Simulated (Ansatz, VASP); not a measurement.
This is a calculation of Zr3MoC for Ansatz 0.2.0.

Contents of input.yaml:

```yaml
crystal:
  lattice:
    - [4.94251, 0.0, 0.0]
    - [0.0, 4.94251, 0.0]
    - [0.0, 0.0, 4.94251]
  atoms:
    - { symbol: Zr, position: [0.490449, 0.003108, 0.007595] }
    - { symbol: Zr, position: [-0.000932, 0.497648, 0.004365] }
    - { symbol: Zr, position: [-0.000937, 0.006111, 0.498296] }
    - { symbol: Mo, position: [-0.00274, -0.000471, -0.006046] }
    - { symbol: C, position: [0.493181, 0.507645, 0.500334] }
hamiltonian:
  xc: pbe
  pseudopotentials: { kind: paw }
kpoints:
  mp_grid: { grid: [6, 6, 6] }
scf:
  occupations: { method: fermi_dirac, width: 0.05 }
output:
  forces: true
  stress: true
  eigenvalues: true
```

Potentials or basis: Ansatz PAW.

The run is started by

```console
$ ansatz run input.yaml --threads 2 --pin off --max-ram 5120MiB --backend cpu --events-out ev --progress --plain --runs-dir out
```

Task: Set up the same calculation for VASP 6.6.1. Potentials there: VASP PAW PBE potentials, release 64 (Zr_sv, Mo_sv, C).

Result: As run (the cutoff follows the program's own potentials):

INCAR

```
PREC = Accurate ; ENCUT = 600
EDIFF = 1E-6 ; ISMEAR = -1
SIGMA = 0.05 ; LREAL = F
LASPH = T ; NELM = 120
ALGO = Normal ; ISIF = 2
LWAVE = F ; LCHARG = F
GGA = PE ; NBANDS = 35
GGA_COMPAT = F
```

KPOINTS

```
Automatic mesh
0
Gamma
  6 6 6
```

The input POSCAR:

```
Zr3MoC
1.0
    4.9425100000      0.0000000000      0.0000000000
    0.0000000000      4.9425100000      0.0000000000
    0.0000000000      0.0000000000      4.9425100000
Zr Mo C
3 1 1
Direct
    0.4904490000      0.0031080000      0.0075950000
   -0.0009320000      0.4976480000      0.0043650000
   -0.0009370000      0.0061110000      0.4982960000
   -0.0027400000     -0.0004710000     -0.0060460000
    0.4931810000      0.5076450000      0.5003340000
```

Potentials or basis: VASP PAW PBE potentials, release 64 (Zr_sv, Mo_sv, C).

Launch:

```console
$ cat potpaw_PBE.64/Zr_sv/POTCAR potpaw_PBE.64/Mo_sv/POTCAR potpaw_PBE.64/C/POTCAR > POTCAR
$ mpirun -np 1 vasp_std > vasp.out
```

Both were run:

|  | VASP | Ansatz | Ansatz less VASP |
| --- | --- | --- | --- |
| gap on the k mesh at the Fermi level (eV) | none | none | - |
| pressure (GPa) | 0.0 | -0.2 | -0.19 |
| rms of the force components (eV/Å) | 0.171 | 0.166 | -0.0057 |

Atom by atom the forces differ by 0.008 eV/Å (rms over components). A gap of «none» marks a metal or a gap that the smearing closes. The functional is the same, so the differences come from potentials, cutoffs and numerics.
